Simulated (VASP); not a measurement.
# In (I4/mmm) in VASP: further runs, part 2 of 2

VASP 6.6.1. Earlier steps stand in the parts before.

## 4. Single point, PBE

This run uses another cell than the first one, of 27.50 Å³/atom.

Contents of INCAR:

```
SYSTEM = In
PREC = Accurate
ENCUT = 520
EDIFF = 1E-6
ISMEAR = 0
SIGMA = 0.1
LREAL = .FALSE.
LASPH = .TRUE.
NELM = 80
ALGO = Fast
ISIF = 2
LWAVE = .FALSE.
LCHARG = .FALSE.
GGA = PE
NBANDS = 12
```

Contents of KPOINTS:

```
regular mesh
0
G
  18 18 18
  0 0 0
```

Contents of POSCAR:

```
In
1.0
   -1.6950972355      1.6950972355      2.3922503915
    1.6950972355     -1.6950972355      2.3922503915
    1.6950972355      1.6950972355     -2.3922503915
In
1
Direct
    0.0000000000      0.0000000000      0.0000000000
```

Run with:

```bash
cat potpaw_PBE.64/In_d/POTCAR > POTCAR
mpirun -np 1 vasp_std > vasp.out
```

Wall time 93 s (1 thread of Intel Xeon Platinum 8559C (Emerald Rapids), shared host); peak memory 0.27 GiB.

The run converged. Its results:

```yaml
Free_energy: -2.5624 eV
Pressure: 0.0 GPa
Band_gap_on_the_k_mesh: zero (an odd number of electrons rules out a gap without spin polarisation)
```

Levels at points of the mesh, in eV from the Fermi level:
| k point | band 3 | band 4 | band 5 | band 6 | band 7 | band 8 | band 9 | band 10 |
| --- | --- | --- | --- | --- | --- | --- | --- | --- |
| (0.00, 0.00, 0.00) | -14.58 | -14.44 | -14.44 | -9.21 | 10.13 | 10.13 | 10.13 | 11.41 |
| (0.50, 0.00, 0.00) | -14.58 | -14.30 | -14.30 | -4.29 | -3.17 | 8.06 | 8.10 | 10.74 |
| (0.50, 0.50, 0.00) | -14.31 | -14.27 | -14.26 | -2.20 | -2.06 | 3.94 | 3.95 | 7.13 |
| (0.50, 0.50, 0.50) | -14.31 | -14.26 | -14.26 | -2.16 | -2.04 | 3.91 | 3.91 | 7.10 |

Caveat: spin-orbit coupling is left out, which moves the levels of the heavy elements.

## 5. Single point, PBE (28.32 Å³/atom)

This run uses another cell than the first one, of 28.32 Å³/atom.

Contents of INCAR:

```
ALGO = Fast
EDIFF = 1E-6
ENCUT = 520
GGA = PE
ISIF = 2
ISMEAR = 0
LASPH = True
LCHARG = True
LELF = True
LREAL = False
LVHAR = True
LWAVE = False
NBANDS = 12
NELM = 80
PREC = Accurate
SIGMA = 0.1
```

Contents of KPOINTS:

```
k-points
0
Gamma
  18 18 18
```

Contents of POSCAR:

```
In
1.0
   -1.7118814680      1.7118814680      2.4159375794
    1.7118814680     -1.7118814680      2.4159375794
    1.7118814680      1.7118814680     -2.4159375794
In
1
Direct
    0.0000000000      0.0000000000      0.0000000000
```

Potentials or basis: VASP PAW PBE potentials, release 64 (In_d).

Run with:

```bash
cat potpaw_PBE.64/In_d/POTCAR > POTCAR
mpirun -np 1 vasp_std > vasp.out
```

OUTCAR:

```text
EDIFF = 1E-6
   ENCUT = 520
   GGA = PE
   ISIF = 2
   ISMEAR = 0
   LASPH = True
   LREAL = False
   NELM = 80
   PREC = Accurate

 ion  position               nearest neighbor table
   1  0.000  0.000  0.000-

  LATTYP: Found a body centered tetragonal cell.
 ALAT       =     3.4237629360
 C/A-ratio  =     1.4112762037

  Lattice vectors:

 A1 = (  -1.7118814680,   1.7118814680,   2.4159375794)
 A2 = (   1.7118814680,  -1.7118814680,   2.4159375794)
 A3 = (   1.7118814680,   1.7118814680,  -2.4159375794)
[... 540 lines left out ...]
     12      20.8917      0.00000

 [... further k-points ...]

------------------------ aborting loop because EDIFF is reached ----------------------------------------

  FORCE on cell =-STRESS in cart. coord.  units (eV):
  Direction    XX          YY          ZZ          XY          YZ          ZX
  --------------------------------------------------------------------------------------
  -------------------------------------------------------------------------------------
  Total       -0.1847707     -0.1847707     -0.1798554      0.0000000     -0.0000000      0.0000000
  in kB      -10.4532299    -10.4532299    -10.1751529      0.0000000     -0.0000000      0.0000000
  external PRESSURE =     -10.3605376 kB  Pullay stress =       0.0000000 kB

 VOLUME and BASIS-vectors are now :
 -----------------------------------------------------------------------------
  energy-cutoff  :      520.00
  volume of cell :       28.32
      direct lattice vectors                 reciprocal lattice vectors
    -1.711881468  1.711881468  2.415937579     0.000000000  0.292076297  0.206958989
     1.711881468 -1.711881468  2.415937579     0.292076297  0.000000000  0.206958989
     1.711881468  1.711881468 -2.415937579     0.292076297  0.292076297  0.000000000

 POSITION                                       TOTAL-FORCE (eV/Angst)
 -----------------------------------------------------------------------------------
      0.00000      0.00000      0.00000        -0.000000      0.000000      0.000000
 -----------------------------------------------------------------------------------
    total drift:                               -0.000000     -0.000000     -0.000000

  FREE ENERGIE OF THE ION-ELECTRON SYSTEM (eV)
  ---------------------------------------------------
  free  energy   TOTEN  =        -2.5598232920 eV

  energy  without entropy=       -2.5574391870  energy(sigma->0) =       -2.55863124
```

OSZICAR:

```text
N       E                     dE             d eps       ncg     rms          rms(c)
DAV:   1     0.785666246785E+02    0.78567E+02   -0.62760E+03 11704   0.133E+03
DAV:   2     0.131998130434E+01   -0.77247E+02   -0.75278E+02 12020   0.289E+02
DAV:   3    -0.248876607122E+01   -0.38087E+01   -0.37969E+01 13820   0.644E+01
DAV:   4    -0.257808593335E+01   -0.89320E-01   -0.89294E-01 14712   0.100E+01
DAV:   5    -0.258199102960E+01   -0.39051E-02   -0.39050E-02 15964   0.180E+00    0.193E+00
RMM:   6    -0.256321639644E+01    0.18775E-01   -0.25623E-02 14094   0.248E+00    0.103E+00
RMM:   7    -0.255981885318E+01    0.33975E-02   -0.10425E-02 13546   0.130E+00    0.227E-01
RMM:   8    -0.255974798010E+01    0.70873E-04   -0.16103E-03 15168   0.647E-01    0.504E-02
RMM:   9    -0.255980944403E+01   -0.61464E-04   -0.52195E-04 17168   0.254E-01    0.416E-02
RMM:  10    -0.255981665952E+01   -0.72155E-05   -0.15757E-04 15500   0.230E-01    0.656E-03
RMM:  11    -0.255982212909E+01   -0.54696E-05   -0.73164E-05 18765   0.919E-02    0.110E-02
RMM:  12    -0.255982368043E+01   -0.15513E-05   -0.13505E-05 15671   0.429E-02    0.264E-02
RMM:  13    -0.255982329201E+01    0.38842E-06   -0.29358E-06 11659   0.269E-02
   1 F= -.25598233E+01 E0= -.25586312E+01  d E =-.238410E-02
```

stdout:

```text
POSCAR found type information on POSCAR In
 POSCAR found :  1 types and       1 ions
 scaLAPACK will be used
 LDA part: xc-table for (Slater+PW92), standard interpolation
 POSCAR, INCAR and KPOINTS ok, starting setup
 FFT: planning ... GRIDC
 FFT: planning ... GRID_SOFT
 FFT: planning ... GRID
 WAVECAR not read
 entering main loop
WARNING in EDDRMM: call to ZHEGV failed, returncode =   6  3     11
WARNING in EDDRMM: call to ZHEGV failed, returncode =   8  4     11
WARNING in EDDRMM: call to ZHEGV failed, returncode =   8  4     10
WARNING in EDDRMM: call to ZHEGV failed, returncode =   8  4     10
WARNING in EDDRMM: call to ZHEGV failed, returncode =   6  3     10
WARNING in EDDRMM: call to ZHEGV failed, returncode =   8  4     11
WARNING in EDDRMM: call to ZHEGV failed, returncode =   6  3      8
WARNING in EDDRMM: call to ZHEGV failed, returncode =   6  3     11
WARNING in EDDRMM: call to ZHEGV failed, returncode =   6  3     11
WARNING in EDDRMM: call to ZHEGV failed, returncode =   8  4     12
```

Wall time 95 s (1 thread of Intel Xeon Platinum 8559C (Emerald Rapids), shared host); peak memory 0.28 GiB.

What came out:

```yaml
Free_energy: -2.5598 eV
Pressure: -1.0 GPa
Band_gap_on_the_k_mesh: zero (an odd number of electrons rules out a gap without spin polarisation)
```

Caveat: spin-orbit coupling is left out, which moves the levels of the heavy elements.

## 6. Single point, PBE (29.14 Å³/atom)

This run uses another cell than the first one, of 29.14 Å³/atom.

Contents of INCAR:

```
PREC = Accurate
ENCUT = 520
EDIFF = 1E-6
ISMEAR = 0
SIGMA = 0.1
LREAL = F
LASPH = T
NELM = 100
ALGO = Fast
ISIF = 2
LWAVE = F
LCHARG = F
GGA = PE
NBANDS = 12
```

Contents of KPOINTS:

```
regular mesh
0
Gamma
  18 18 18
```

Contents of POSCAR:

```
In
1.0
   -1.7283428766      1.7283428766      2.4391691736
    1.7283428766     -1.7283428766      2.4391691736
    1.7283428766      1.7283428766     -2.4391691736
In
1
Direct
    0.0000000000      0.0000000000      0.0000000000
```

Potentials or basis: VASP PAW PBE potentials, release 64 (In_d).

Run with:

```bash
cat potpaw_PBE.64/In_d/POTCAR > POTCAR
mpirun -np 1 vasp_std > vasp.out
```

OUTCAR:

```text
PREC = Accurate
   ENCUT = 520
   EDIFF = 1E-6
   ISMEAR = 0
   LREAL = F
   LASPH = T
   NELM = 100
   ISIF = 2
   GGA = PE

 ion  position               nearest neighbor table
   1  0.000  0.000  0.000-

  LATTYP: Found a body centered tetragonal cell.
 ALAT       =     3.4566857532
 C/A-ratio  =     1.4112762037

  Lattice vectors:

 A1 = (  -1.7283428766,   1.7283428766,   2.4391691736)
 A2 = (   1.7283428766,  -1.7283428766,   2.4391691736)
[... 541 lines left out ...]
     12      20.3642      0.00000

 [... further k-points ...]

------------------------ aborting loop because EDIFF is reached ----------------------------------------

  FORCE on cell =-STRESS in cart. coord.  units (eV):
  Direction    XX          YY          ZZ          XY          YZ          ZX
  --------------------------------------------------------------------------------------
  -------------------------------------------------------------------------------------
  Total       -0.3492016     -0.3492016     -0.3439418      0.0000000     -0.0000000      0.0000000
  in kB      -19.1966357    -19.1966357    -18.9074877      0.0000000     -0.0000000      0.0000000
  external PRESSURE =     -19.1002531 kB  Pullay stress =       0.0000000 kB

 VOLUME and BASIS-vectors are now :
 -----------------------------------------------------------------------------
  energy-cutoff  :      520.00
  volume of cell :       29.14
      direct lattice vectors                 reciprocal lattice vectors
    -1.728342877  1.728342877  2.439169174     0.000000000  0.289294449  0.204987832
     1.728342877 -1.728342877  2.439169174     0.289294449  0.000000000  0.204987832
     1.728342877  1.728342877 -2.439169174     0.289294449  0.289294449  0.000000000

 POSITION                                       TOTAL-FORCE (eV/Angst)
 -----------------------------------------------------------------------------------
      0.00000      0.00000      0.00000         0.000000      0.000000     -0.000000
 -----------------------------------------------------------------------------------
    total drift:                               -0.000000     -0.000000     -0.000000

  FREE ENERGIE OF THE ION-ELECTRON SYSTEM (eV)
  ---------------------------------------------------
  free  energy   TOTEN  =        -2.5526303364 eV

  energy  without entropy=       -2.5502304889  energy(sigma->0) =       -2.55143041
```

Wall time 95 s (1 thread of Intel Xeon Platinum 8559C (Emerald Rapids), shared host); peak memory 0.27 GiB.

Results:

```
Free energy            : -2.5526 eV
Pressure               : -1.9 GPa
Band gap on the k mesh : zero (an odd number of electrons rules out a gap without spin polarisation)
```

Caveat: spin-orbit coupling is left out, which moves the levels of the heavy elements.

## 7. Summary

```tsv
cell	further INCAR settings	gap on the mesh (eV)	pressure (GPa)
a = 3.318 Å, angles 119.9, 119.9, 90.1°, 1 atom	ALGO = Fast; EDIFF = 1e-06; NBANDS = 12	none	2.5
a = 3.352 Å, angles 119.9, 119.9, 90.1°, 1 atom	ALGO = Fast; EDIFF = 1e-07; NBANDS = 12	none	1.1
a = 3.387 Å, angles 119.9, 119.9, 90.1°, 1 atom	ALGO = Fast; EDIFF = 1e-06; NBANDS = 12	none	0.0
a = 3.420 Å, angles 119.9, 119.9, 90.1°, 1 atom	ALGO = Fast; EDIFF = 1e-06; NBANDS = 12	none	-1.0
a = 3.453 Å, angles 119.9, 119.9, 90.1°, 1 atom	ALGO = Fast; EDIFF = 1e-06; NBANDS = 12	none	-1.9
```

Alike in all rows: task single point; level PBE; potentials or basis VASP PAW PBE potentials, release 64 (In_d); no spin polarisation; k mesh 18 × 18 × 18; cutoff (eV) 520; smearing gaussian 0.1 eV.

Caveats: spin-orbit coupling is left out, which moves the levels of the heavy elements.

Total energies depend on the potentials used, so only differences within one code and one set of settings carry meaning.
